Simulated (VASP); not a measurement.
# C (P-1) in VASP: electric field gradients with PBEsol

Aim: the electric field gradients of C with PBEsol.

Everything below comes from runs of VASP 6.6.1. Logs are shortened: lines on timing, memory, paths and dates and some standing lists are left out, and cuts for length are marked.

## Step 1: The cell of the first run

The typed cell holds 2 atoms: a = 3.914 Å, b = 3.532 Å, c = 2.425 Å, α = 82.65°, β = 64.31°, γ = 38.61°.

## Step 2: Electric field gradients, PBEsol (equal xy, yz and zx shear strains of -3 %)

INCAR

```
PREC = Accurate ; ENCUT = 520
EDIFF = 1E-8 ; ISMEAR = -1
SIGMA = 0.05 ; LREAL = False
LASPH = True ; NELM = 60
ALGO = Normal ; ISIF = 2
LWAVE = False ; LCHARG = False
GGA = PS ; LEFG = True
NBANDS = 11
```

KPOINTS

```
Automatic mesh
0
Gamma
  18 18 18
```

POSCAR

```
C
1.0
   -0.0821250000      2.0767800000      3.3160950000
    1.1777800000     -0.0686400000      3.3295800000
    1.1960950000      2.1085800000     -0.0503250000
C
2
Direct
    0.1666700000      0.8333300000      0.1666700000
    0.8333300000      0.1666700000      0.8333300000
```

Potentials or basis: VASP PAW PBE potentials, release 64 (C).

On the command line:

```bash
$ cat potpaw_PBE.64/C/POTCAR > POTCAR
$ mpirun -np 1 vasp_std > vasp.out
```

OUTCAR:

```text
PREC = Accurate
   ENCUT = 520
   EDIFF = 1E-8
   ISMEAR = -1
   LREAL = False
   LASPH = True
   NELM = 60
   ISIF = 2
   GGA = PS

 ion  position               nearest neighbor table
   1  0.167  0.833  0.167-   2 1.40   2 1.42   2 1.44
   2  0.833  0.167  0.833-   1 1.40   1 1.42   1 1.44

  Warning from LATTYP: Got some problem with cell dimensions!
  Tried to take original basis but could not verify dimensions!
  LATTYP: Found a triclinic cell.
 ALAT       =     3.6010611248
 B/A-ratio  =     1.1164750825
 C/A-ratio  =     0.6821746293
 COS(alpha) =     0.0090404534
 COS(beta)  =     0.3687636785
 COS(gamma) =     0.7922909043

  Lattice vectors:

 A1 = (   1.2782200000,   0.0318000000,  -3.3664200000)
 A2 = (   0.0183150000,   2.1772200000,  -3.3799050000)
 A3 = (   2.4560000000,  -0.0368400000,  -0.0368400000)

Analysis of symmetry for initial positions (statically):
=====================================================================
 Subroutine PRICEL returns:
 Original cell was already a primitive cell.

 Routine SETGRP: Setting up the symmetry group for a
 triclinic supercell.

 Subroutine GETGRP returns: Found  2 space group operations
 (whereof  2 operations were pure point group operations)
 out of a pool of  2 trial point group operations.

The static configuration has the point symmetry S_2 .

Analysis of symmetry for dynamics (positions and initial velocities):
=====================================================================
 Subroutine PRICEL returns:
 Original cell was already a primitive cell.

 Routine SETGRP: Setting up the symmetry group for a
 triclinic supercell.

 Subroutine GETGRP returns: Found  2 space group operations
 (whereof  2 operations were pure point group operations)
 out of a pool of  2 trial point group operations.

The dynamic configuration has the point symmetry S_2 .

 Subroutine INISYM returns: Found  2 space group operations
 (whereof  2 operations are pure point group operations),
 and found     1 'primitive' translations

----------------------------------------------------------------------------------------

                                     Primitive cell

  volume of cell :      17.4777

  direct lattice vectors                    reciprocal lattice vectors
    -0.082125000  2.076780000  3.316095000    -0.401495501  0.231252279  0.146789243
     1.177780000 -0.068640000  3.329580000     0.406046094 -0.226701685  0.152033057
     1.196095000  2.108580000 -0.050325000     0.408658353  0.239108352 -0.139626391

  length of vectors
     3.913597544  3.532418457  2.424723793     0.486028122  0.489265915  0.493629398

  position of ions in fractional coordinates (direct lattice)
     0.166670000  0.833330000  0.166670000
     0.833330000  0.166670000  0.833330000

  ion indices of the primitive-cell ions
   primitive index   ion index
                 1           1
                 2           2

----------------------------------------------------------------------------------------

 KPOINTS: Automatic mesh

Automatic generation of k-mesh.
 Grid dimensions read from file:
 generate k-points for:   18   18   18

 Generating k-lattice:

  Cartesian coordinates                     Fractional coordinates (reciprocal lattice)
    -0.022305306  0.012847349  0.008154958     0.055555556 -0.000000000 -0.000000000
     0.022558116 -0.012594538  0.008446281     0.000000000  0.055555556 -0.000000000
     0.022703242  0.013283797 -0.007757022    -0.000000000  0.000000000  0.055555556

  Length of vectors
     0.027001562  0.027181440  0.027423855

  Shift w.r.t. Gamma in fractional coordinates (k-lattice)
     0.000000000  0.000000000  0.000000000

 Subroutine IBZKPT returns following result:
 ===========================================

 Found   2920 irreducible k-points:

 Following reciprocal coordinates:
            Coordinates               Weight
  0.000000  0.000000  0.000000      1.000000
  0.055556 -0.000000 -0.000000      2.000000
  0.111111 -0.000000 -0.000000      2.000000
  0.166667  0.000000  0.000000      2.000000
  0.222222  0.000000  0.000000      2.000000
  0.277778 -0.000000 -0.000000      2.000000
[... 16 lines left out ...]
 -0.333333  0.055556 -0.000000      2.000000
 -0.277778  0.055556 -0.000000      2.000000
 [... further k-points ...]
   k-points           NKPTS =   2920   k-points in BZ     NKDIM =   2920   number of bands    NBANDS=     11
   number of dos      NEDOS =    301   number of ions     NIONS =      2
   total plane-waves  NPLWV =  15120
   dimension x,y,z NGX =    30 NGY =   28 NGZ =   18
   dimension x,y,z NGXF=    60 NGYF=   56 NGZF=   36
   ions per type =               2
   NGX,Y,Z   is equivalent  to a cutoff of  12.74, 13.18, 12.34 a.u.
   NGXF,Y,Z  is equivalent  to a cutoff of  25.49, 26.36, 24.68 a.u.
 SYSTEM =  unknown system
   PREC   = accura    normal or accurate (medium, high low for compatibility)
   ISTART =      0    job   : 0-new  1-cont  2-samecut
   ICHARG =      2    charge: 1-file 2-atom 10-const
   ISPIN  =      1    spin polarized calculation?
   LNONCOLLINEAR =      F non collinear calculations
   LSORBIT =      F    spin-orbit coupling
   LASPH  =      T    aspherical Exc in radial PAW
   ENCUT  =  520.0 eV  38.22 Ry    6.18 a.u.   7.28  6.57  4.51*2*pi/ulx,y,z
   NELM   =     60;   NELMIN=  2; NELMDL= -5     # of ELM steps
   EDIFF  = 0.1E-07   stopping-criterion for ELM
   LREAL  =      F    real-space projection
   EDIFFG = 0.1E-06   stopping-criterion for IOM
   NSW    =      0    number of steps for IOM
   IBRION =     -1    ionic relax: 0-MD 1-quasi-New 2-CG
   NFREE  =      0    steps in history (QN), initial steepest desc. (CG)
   ISIF   =      2    stress and relaxation
   ISYM   =      2    0-nonsym 1-usesym 2-fastsym
   POTIM  = 0.5000    time-step for ionic-motion
   TEBEG  =    0.0;   TEEND  =   0.0 temperature during run
   PSTRESS=    0.0 pullay stress
   NELECT =       8.0000    total number of electrons
   NUPDOWN=      -1.0000    fix difference up-down
   EMIN   =  10.00;   EMAX   =-10.00  energy-range for DOS
   EFERMI =   0.00;   METHOD = LEGACY
   ISMEAR =    -1;   SIGMA  =   0.05  broadening in eV -4-tet -1-fermi 0-gaus
   EFERMI_NEDOS =   21; number of points for ismear=-14 and -15
   IALGO  =     38    algorithm
   IMIX   =      4    mixing-type and parameters
     AMIX     =   0.40;   BMIX     =  1.00
     AMIX_MAG =   1.60;   BMIX_MAG =  1.00
  volume/ion in A,a.u.               =       8.74        58.97
  Fermi-wavevector in a.u.,A,eV,Ry     =   1.261662  2.384196 21.657641  1.591792
  Thomas-Fermi vector in A             =   2.395110
   LORBIT       =      0    0 simple, 1 ext, 2 COOP (PROOUT), +10 PAW based schemes
   GGA     = PS    functional components
   LHFCALC =     F    Hartree Fock is set to
   AEXX    =    0.0000 exact exchange contribution
   IVDW    =     0    specifies the selected vdW correction
   LEPSILON=     F    determine dielectric tensor
   LRPA    =     F    only Hartree local field effects (RPA)
 non-spin polarized calculation
  energy-cutoff  :      520.00
  volume of cell :       17.48
 maximum number of plane-waves:       488
 NGX is ok and might be reduce to    30
   NGX = 15   NGY = 13   NGZ =  9

 number of electron       8.0000000 magnetization

 Free energy of the ion-electron system (eV)
  ---------------------------------------------------
  ext. energy  EPLUGINS =         0.00000000
  ---------------------------------------------------
  free energy    TOTEN  =       -19.25848057 eV

  energy without entropy =      -19.25835065  energy(sigma->0) =      -19.25841561

 E-fermi :   4.6820     XC(G=0): -10.5869

 val. band max:        4.6007160588   @ k =  -0.4444  -0.1111   0.3889
 cond. band min:       4.7292489685   @ k =   0.2222  -0.4444   0.3333
 fundamental gap:      0.1285329097
 Fermi energy:         4.6819994679

 k-point     1 :       0.0000    0.0000    0.0000
  band No.  band energies     occupation
      1     -15.0172      2.00000
      2      -1.9305      2.00000
      3       1.6702      2.00000
      4       1.7979      2.00000
      5       8.7220      0.00000
      6      12.7391      0.00000
      7      13.3931      0.00000
      8      16.2338      0.00000
      9      17.7801      0.00000
     10      27.1918      0.00000
     11      30.0444      0.00000
[... 309 lines left out ...]
 k-point    24 :      -0.2778    0.0556   -0.0000
  band No.  band energies     occupation
      1     -12.4309      2.00000
      2      -5.0027      2.00000
      3      -0.8129      2.00000
      4       0.6126      2.00000
      5       9.2382      0.00000
      6      12.2872      0.00000
      7      13.1576      0.00000
      8      20.8035      0.00000
      9      21.4293      0.00000
     10      22.6014      0.00000
     11      28.1787      0.00000

 [... further k-points ...]
[... 5 lines left out ...]
  --------------------------------------------------------------------------------------
  -------------------------------------------------------------------------------------
  Total        0.3237151      0.2537329      0.1942932      1.4939719     -0.0341063      0.0027403
  in kB       29.6748402     23.2595979     17.8107854    136.9518462     -3.1265133      0.2511984
  external PRESSURE =      23.5817411 kB  Pullay stress =       0.0000000 kB

 VOLUME and BASIS-vectors are now :
 -----------------------------------------------------------------------------
  energy-cutoff  :      520.00
  volume of cell :       17.48
      direct lattice vectors                 reciprocal lattice vectors
    -0.082125000  2.076780000  3.316095000    -0.401495501  0.231252279  0.146789243
     1.177780000 -0.068640000  3.329580000     0.406046094 -0.226701685  0.152033057
     1.196095000  2.108580000 -0.050325000     0.408658353  0.239108352 -0.139626391

 POSITION                                       TOTAL-FORCE (eV/Angst)
 -----------------------------------------------------------------------------------
      1.16714      0.64037      3.31894        -0.380878     -0.028424      0.010185
      1.12461      3.47635      3.27641         0.380878      0.028424     -0.010185
 -----------------------------------------------------------------------------------
    total drift:                               -0.000000     -0.000000     -0.000000

  FREE ENERGIE OF THE ION-ELECTRON SYSTEM (eV)
  ---------------------------------------------------
  free  energy   TOTEN  =       -19.2584805695 eV

  energy  without entropy=      -19.2583506482  energy(sigma->0) =      -19.25841561

 Electric field gradients (V/A^2)
---------------------------------------------------------------------
 ion       V_xx      V_yy      V_zz      V_xy      V_xz      V_yz
---------------------------------------------------------------------
   1     -15.937   -15.869    31.806    -3.066     0.739     0.787
   2     -15.937   -15.869    31.806    -3.066     0.739     0.787
---------------------------------------------------------------------

 Electric field gradients after diagonalization (V/A^2)
 (convention: |V_zz| > |V_xx| > |V_yy|)
----------------------------------------------------------------------
 ion       V_xx      V_yy      V_zz     asymmetry (V_yy - V_xx)/ V_zz
----------------------------------------------------------------------
   1     -18.992   -12.837    31.829       0.193
   2     -18.992   -12.837    31.829       0.193
----------------------------------------------------------------------

           NMR quadrupolar parameters

 Cq : quadrupolar parameter    Cq=e*Q*V_zz/h
 eta: asymmetry parameters     (V_yy - V_xx)/ V_zz
 Q  : nuclear electric quadrupole moment in mb (millibarn)
----------------------------------------------------------------------
 ion       Cq(MHz)       eta       Q (mb)
----------------------------------------------------------------------
   1       0.077       0.193       1.000
   2       0.077       0.193       1.000
----------------------------------------------------------------------
```

Wall time 11 min (1 thread of Intel Xeon Platinum 8259CL at 2.50GHz (Skylake/Cascade Lake), shared host); peak memory 0.53 GiB.

What came out:

```yaml
Free_energy: -19.2585 eV
Pressure: 2.4 GPa
Largest_force: 0.382 eV/Å
Largest_electric_field_gradient_by_atom: C +31.8 V/Å²
```

Forces in eV/Å, atoms in the order of the input:
```
C   -0.381 -0.028  0.010
C    0.381  0.028 -0.010
```

Electric field gradients, principal values (V/Å²):
```tsv
atom	least	middle	greatest (by size)
1 C	-12.837	-18.992	31.829
2 C	-12.837	-18.992	31.829
```

Caveat: the cell differs from its parent crystal (equal xy, yz and zx shear strains of -3 %); this functional lacks dispersion, which binds layers or chains, so the pressure and a relaxed spacing across them are unreliable; without QUAD_EFG the Cq values of the log hold for a quadrupole moment of 1 mb, not for the nuclei; the PAW data sets were made with another functional, which shifts forces and pressure a little.
